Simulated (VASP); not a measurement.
Set up this calculation in VASP 6.6.1, as the native input.

```
Task                   : single point
Functional             : SCAN
Potentials or basis    : VASP PAW PBE potentials, release 64 (Sr_sv, O)
Cutoff                 : 520 eV
k mesh                 : 8 × 8 × 8
Occupations            : gaussian, width 0.03 eV
Spin                   : no spin polarisation
Tolerance level        : screening
Purpose                : stress
Further INCAR settings : ALGO = Normal; EDIFF = 1e-06; NBANDS = 18
```

The structure of SrO lies in POSCAR:

```
SrO
1.0
    0.0000000000      2.5663000000      2.5406370000
    2.5663000000      0.0000000000      2.5406370000
    2.5663000000      2.5663000000      0.0000000000
Sr O
1 1
Direct
    0.5000000000      0.5000000000      0.5000000000
    0.0097416500      0.0097416500     -0.0097416500
```

This cell differs from its parent crystal: last atom moved by 0.05 Å along z, cell strained by -1.0% along z.

These files were run (other wordings do the same):

INCAR

```
METAGGA = SCAN ; ISMEAR = 0
SIGMA = 0.03 ; LWAVE = F
LCHARG = F ; ISIF = 2
PREC = Accurate ; LASPH = T
LREAL = F ; ALGO = Normal
EDIFF = 1E-6 ; NELM = 120
GGA_COMPAT = F ; ENCUT = 520
EFERMI = MIDGAP ; LMIXTAU = T
KPAR = 2 ; NBANDS = 18
```

KPOINTS

```
Automatic mesh
0
Gamma
  8 8 8
  0 0 0
```

Potentials or basis: VASP PAW PBE potentials, release 64 (Sr_sv, O).

Command:

```console
$ cat potpaw_PBE.64/Sr_sv/POTCAR potpaw_PBE.64/O/POTCAR > POTCAR
$ mpirun -np 2 vasp_std > vasp.out
```

Results of the run:

```json
{"Pressure": "2.7 GPa", "Largest force": "0.162 eV/Å", "Band gap on the k mesh": "3.67 eV (least direct gap 3.78 eV)"}
```

Caveat: the cell differs from its parent crystal (last atom moved by 0.05 Å along z, cell strained by -1.0% along z); the PAW data sets were made with another functional, which shifts forces and pressure a little.

Wall time 83 s on 2 MPI ranks on Intel(R) Xeon(R) Platinum 8488C (Sapphire Rapids), on a shared host, peak memory 0.17 GiB a rank.
